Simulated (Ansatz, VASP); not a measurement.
**TaN in VASP and in Ansatz**

File INCAR:

```
PREC = Accurate
ENCUT = 600
EDIFF = 1E-6
ISMEAR = -1
SIGMA = 0.15
LREAL = False
LASPH = True
NELM = 120
ALGO = Normal
ISIF = 2
LWAVE = False
LCHARG = False
GGA = PE
NBANDS = 33
GGA_COMPAT = False
```

Contents of KPOINTS:

```
regular mesh
0
Gamma
  5 5 7
```

POSCAR

```
TaN
1.0
    5.1910000000      0.0000000000      0.0000000000
   -2.5955000000      4.4955380000      0.0000000000
    0.0000000000      0.0000000000      2.9080000000
Ta N
3 3
Direct
    0.0000000000      0.0000000000      0.0000000000
    0.3333333333      0.6666666667      0.5000000000
    0.6666666667      0.3333333333      0.5000000000
    0.5000000000      0.0000000000      0.0000000000
    0.5000000000      0.5000000000      0.0000000000
    0.0000000000      0.5000000000      0.0000000000
```

Input for Ansatz:

```yaml
crystal:
  lattice:
    - [5.191, 0.0, 0.0]
    - [-2.5955, 4.495538, 0.0]
    - [0.0, 0.0, 2.908]
  atoms:
    - { symbol: Ta, position: [0.0, 0.0, 0.0] }
    - { symbol: Ta, position: [0.3333333333333333, 0.6666666666666666, 0.5] }
    - { symbol: Ta, position: [0.6666666666666666, 0.3333333333333333, 0.5] }
    - { symbol: "N", position: [0.5, 0.0, 0.0] }
    - { symbol: "N", position: [0.5, 0.5, 0.0] }
    - { symbol: "N", position: [0.0, 0.5, 0.0] }
basis:
  ecutwfc: 510.0
kpoints:
  mp_grid:
    grid: [5, 5, 7]
hamiltonian:
  xc: pbe
  pseudopotentials:
    kind: paw
scf:
  max_iter: 80
  occupations:
    method: fermi_dirac
    width: 0.15
output:
  stress: true
```

Alike in both runs: task single point; functional PBE; k mesh 5 × 5 × 7; occupations fermi-dirac, width 0.15 eV; no spin polarisation.

|  | VASP | Ansatz |
| --- | --- | --- |
| version | VASP 6.6.1 | Ansatz 0.2.0 |
| potentials or method | VASP PAW PBE potentials, release 64 (Ta_pv, N), cutoff 600 eV | plane waves, PAW |
| valence electrons in the cell | 48 | 54 |

```csv
,VASP,Ansatz,Ansatz less VASP
pressure (GPa),10.5,9.8,-0.76
"traceless stress, the component that is largest in VASP (GPa)",-0.66,-0.85,-0.182
```

VASP's potentials hold 48 valence electrons a cell and Ansatz's 54, so a difference there can come from the potentials and not from the codes.

Neither program's run includes spin-orbit coupling.
